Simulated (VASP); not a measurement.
A run of VASP 6.6.1 is set up as follows.

Contents of INCAR:

```
PREC = Accurate
ENCUT = 520
EDIFF = 1E-8
ISMEAR = -1
SIGMA = 0.02
LREAL = F
LASPH = T
NELM = 60
ALGO = Normal
ISIF = 2
LWAVE = F
LCHARG = F
GGA = PE
LEFG = T
NBANDS = 14
```

Contents of KPOINTS:

```
regular mesh
0
Gamma
  8 8 8
```

POSCAR

```
NaCl
1.0
    2.8600000000      0.0000000000      0.0000000000
    0.0000000000      2.8600000000      0.0000000000
    0.0000000000      0.0000000000      2.8600000000
Na Cl
1 1
Direct
    0.0000000000      0.0000000000      0.0000000000
    0.5000000000      0.5000000000      0.5000000000
```

Potentials or basis: VASP PAW PBE potentials, release 64 (Na_pv, Cl).

The run is started by

```console
$ cat potpaw_PBE.64/Na_pv/POTCAR potpaw_PBE.64/Cl/POTCAR > POTCAR
$ mpirun -np 1 vasp_std > vasp.out
```

**Question.** Estimate the band gap on the k mesh.

**Answer.** 4.42 eV, direct.

**Question.** Estimate the pressure.

**Answer.** 65.1 GPa.

Caveat: without QUAD_EFG the Cq values of the log hold for a quadrupole moment of 1 mb, not for the nuclei. A k mesh can miss the band edges.
